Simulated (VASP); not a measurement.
Input of a VASP 6.6.1 run:

Contents of INCAR:

```
SYSTEM = CoO
  PREC = Accurate
  ENCUT = 520
  EDIFF = 1E-7
  ISMEAR = -1
  SIGMA = 0.05
  LREAL = .FALSE.
  LASPH = .TRUE.
  NELM = 150
  ALGO = Normal
  ISIF = 2
  LWAVE = .FALSE.
  LCHARG = .FALSE.
  ISPIN = 2
  MAGMOM = 1.5 0
  LORBIT = 11
  NUPDOWN = 1.5
  LMAXMIX = 4
  GGA = PE
  NBANDS = 18
```

File KPOINTS:

```
Automatic mesh
0
G
  9 9 9
  0 0 0
```

The input POSCAR:

```
CoO
1.0
    1.5054695445      0.8691832468      2.4399269062
   -1.5054695445      0.8691832468      2.4399269062
    0.0000000000     -1.7383664936      2.4399269062
Co O
1 1
Direct
    0.0000000000      0.0000000000      0.0000000000
    0.5000000000      0.5000000000      0.5000000000
```

Potentials or basis: VASP PAW PBE potentials, release 64 (Co, O).

The run is started by

```console
$ cat potpaw_PBE.64/Co/POTCAR potpaw_PBE.64/O/POTCAR > POTCAR
$ mpirun -np 1 vasp_std > vasp.out
```

**Question.** Predict the pressure.

**Answer.** -11.1 GPa.

Stress tensor (GPa, compression positive):
```
-11.21   0.00   0.00
  0.00 -11.21   0.00
  0.00   0.00 -10.98
```

Caveat: the total moment is fixed, so each spin has its own Fermi level; a cell with one magnetic atom can't hold antiferromagnetic order, which such compounds often take.
